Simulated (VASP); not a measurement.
Zn:

```
CELL_PARAMETERS angstrom
2.61436 0.00000 0.00000
-1.30718 2.26410 0.00000
0.00000 0.00000 4.87316
ATOMIC_POSITIONS crystal
Zn 0.33333 0.66667 0.25000
Zn 0.66667 0.33333 0.75000
```

```yaml
Program: VASP 6.6.1
Task: relaxation of cell and atoms
Functional: LDA
Potentials_or_basis: VASP PAW LDA potentials, release 64 (Zn)
Cutoff: 500 eV
k_mesh: 18 × 18 × 10
Occupations: gaussian, width 0.1 eV
Spin: no spin polarisation
```

At the start: pressure -4.8 GPa; volume 14.42 Å³/atom.

Q: Where does the relaxation end?

A: Over 8 steps the energy falls by 12.7 meV/atom and the volume is 13.77 Å³/atom (-4.5 %); space group P6_3/mmc (No. 194, to 0.05 Å).

Step by step:
```tsv
step	energy change (eV)	largest force (eV/Å)	pressure (GPa)	volume (Å³)
1	0.0000	0.0000	-4.81	28.85
2	-0.0232	0.0000	1.69	27.07
3	-0.0252	0.0000	0.15	27.44
4	-0.0252	0.0000	0.00	27.47
5	-0.0254	0.0000	0.02	27.50
6	-0.0254	0.0000	-0.08	27.55
7	-0.0255	0.0000	-0.08	27.54
8	-0.0255	0.0000	-0.04	27.54
```

Final structure:
```
Zn
1.0
     2.55834    0.00000    0.00000
    -1.27917    2.21559    0.00000
     0.00000    0.00000    4.85804
Zn
2
Cartesian
  0.0000 1.4771 1.2145
  1.2792 0.7385 3.6435
```
